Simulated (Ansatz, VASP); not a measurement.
## Two plane-wave programs on CdF2

File INCAR:

```
SYSTEM = CdF2
  PREC = Accurate
  ENCUT = 520
  EDIFF = 1E-6
  ISMEAR = -1
  SIGMA = 0.05
  LREAL = .False.
  LASPH = .True.
  NELM = 80
  ALGO = Normal
  ISIF = 2
  LWAVE = .False.
  LCHARG = .False.
  GGA = PE
  NBANDS = 20
```

Contents of KPOINTS:

```
Automatic mesh
0
Gamma
  9 9 9
  0 0 0
```

File POSCAR:

```
CdF2
1.0
    0.0000000000      2.6575901313      2.6575901313
    2.6575901313      0.0000000000      2.6575901313
    2.6575901313      2.6575901313      0.0000000000
Cd F
1 2
Direct
    0.0000000000      0.0000000000      0.0000000000
    0.7500000000      0.7500000000      0.7500000000
    0.2500000000      0.2500000000      0.2500000000
```

input.yaml

```yaml
crystal:
  lattice:
    - [0.0, 2.6575901313, 2.6575901313]
    - [2.6575901313, 0.0, 2.6575901313]
    - [2.6575901313, 2.6575901313, 0.0]
  atoms:
    - { symbol: Cd, position: [0.0, 0.0, 0.0] }
    - { symbol: F, position: [0.75, 0.75, 0.75] }
    - { symbol: F, position: [0.25, 0.25, 0.25] }
hamiltonian:
  xc: pbe
  pseudopotentials: { kind: paw, azcp: { folder: soft_1 } }
kpoints:
  mp_grid: { grid: [9, 9, 9] }
scf:
  occupations: { method: fermi_dirac, width: 0.05 }
output:
  forces: true
  stress: true
  eigenvalues: true
```

Alike in both runs: task single point; functional PBE; k mesh 9 × 9 × 9; occupations fermi-dirac, width 0.05 eV; no spin polarisation.

```csv
,VASP,Ansatz
version,VASP 6.6.1,Ansatz 0.2.0
potentials or method,"VASP PAW PBE potentials, release 64 (Cd, F)",Ansatz PAW soft_1
plane-wave cutoff (eV),520,420
valence electrons in the cell,26,34
```

Ansatz gave:

| Item | Value |
| --- | --- |
| gap on the k mesh at the Fermi level (eV) | 3.28 |
| least direct gap on the mesh (eV) | 3.69 |
| pressure (GPa) | 10.8 |

**Question.** Estimate VASP's values.

**Answer.** gap on the k mesh at the Fermi level (eV): 3.24; least direct gap on the mesh (eV): 3.66; pressure (GPa): 11.7.

VASP's potentials hold 26 valence electrons a cell and Ansatz's 34, so a difference there can come from the potentials and not from the codes.

Noted on Ansatz's run: odd divisions of the mesh miss points on the zone boundary, where band edges often lie, so the gap on the mesh can be too wide.
